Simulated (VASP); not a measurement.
LiAl2BrN6: single point with PBE

Crystal: LiAl2BrN6.

```
Li Al N Br
1.0
     5.21896    0.00000    0.00000
    -2.60948    4.51975    0.00000
     0.00000    0.00000    7.32358
Li Al N Br
1 2 6 1
Direct
  0.00000 0.00000 0.00000
  0.33333 0.66667 0.00000
  0.66667 0.33333 0.00000
  0.00000 0.58700 0.08235
  0.41300 0.41300 0.08235
  0.58700 0.00000 0.08235
  0.41300 0.00000 0.91765
  0.58700 0.58700 0.91765
  0.00000 0.41300 0.91765
  0.00000 0.00000 0.50000
```

* Program: VASP 6.6.1
* Task: single point
* Functional: PBE
* Potentials or basis: VASP PAW PBE potentials, release 64 (Li_sv, Al, N, Br)
* Cutoff: 520 eV
* k mesh: 6 × 6 × 4
* Occupations: fermi-dirac, width 0.1 eV
* Spin: no spin polarisation
* Dipole correction: no
* Further INCAR settings: ALGO = Normal; EDIFF = 1e-06; NBANDS = 34

```
Largest force          : 0.192 eV/Å
Band gap on the k mesh : zero (band 23 reaches -0.48 eV, above the bottom of band 24 at -0.59 eV)
```

Forces in eV/Å, atoms in the order of the input:
```
Li   0.000  0.000  0.000
Al   0.000  0.000  0.000
Al   0.000  0.000  0.000
N   -0.058  0.100  0.154
N   -0.058 -0.100  0.154
N    0.115  0.000  0.154
N   -0.115  0.000 -0.154
N    0.058  0.100 -0.154
N    0.058 -0.100 -0.154
Br   0.000  0.000  0.000
```

Levels at points of the mesh, in eV from the Fermi level:
```tsv
k point	band 21	band 22	band 23	band 24	band 25	band 26
(0.00, 0.00, 0.00)	-0.78	-0.42	-0.11	-0.11	1.59	1.59
(0.50, 0.00, 0.00)	-0.31	-0.14	-0.01	0.10	0.96	1.65
(0.00, 0.00, 0.50)	-0.79	-0.22	-0.08	-0.08	1.60	1.60
(0.50, 0.00, 0.50)	-0.32	-0.15	-0.03	-0.01	0.97	1.60
```

Wall time 3 min on 1 thread of Intel(R) Xeon(R) Platinum 8488C (Sapphire Rapids), on a shared host, peak memory 0.35 GiB.
